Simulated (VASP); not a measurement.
Runs of VASP 6.6.1 on ZnO. The structure is that of space group P6_3mc (No. 186), or close to it. The cells are those of the table. 

```tsv
level	k mesh	cutoff (eV)	smearing	grid for exact exchange (PRECFOCK)	share of exact exchange	screening parameter	gap on the mesh (eV)	pressure (GPa)	largest force (eV/Å)
PBE	3 × 3 × 2	600	gaussian 0.01 eV	-	-	-	0.70	0.9	0.02
PBE	3 × 3 × 2	600	fermi-dirac 0.01 eV	-	-	-	0.70	0.9	0.02
PBE	6 × 6 × 4, shifted	600	fermi-dirac 0.01 eV	-	-	-	1.64	(b)	-
r2SCAN	6 × 6 × 4, shifted	660	fermi-dirac 0.01 eV	-	-	-	2.02	(a)	0.01
HSE06	3 × 3 × 2	520	fermi-dirac 0.01 eV	Normal	0.25	0.2079 1/Å	2.44	-3.3	-
```

Alike in all rows: task single point; potentials or basis VASP PAW PBE potentials, release 64 (Zn, O); no spin polarisation; cell a = 3.280, b = 3.280, c = 5.294 Å, angles 90.0, 90.0, 120.0°, 4 atoms.

Task: Fill in the values left out.

Result: (a) -5.3; (b) 0.7.

Caveats: some runs use coarse meshes; a shifted mesh leaves out Γ, where band edges can lie (at least some runs); the PAW data sets were made with another functional, which shifts forces and pressure a little (at least some runs); the cell stands under tension (at least some runs).

A k mesh can miss the band edges.
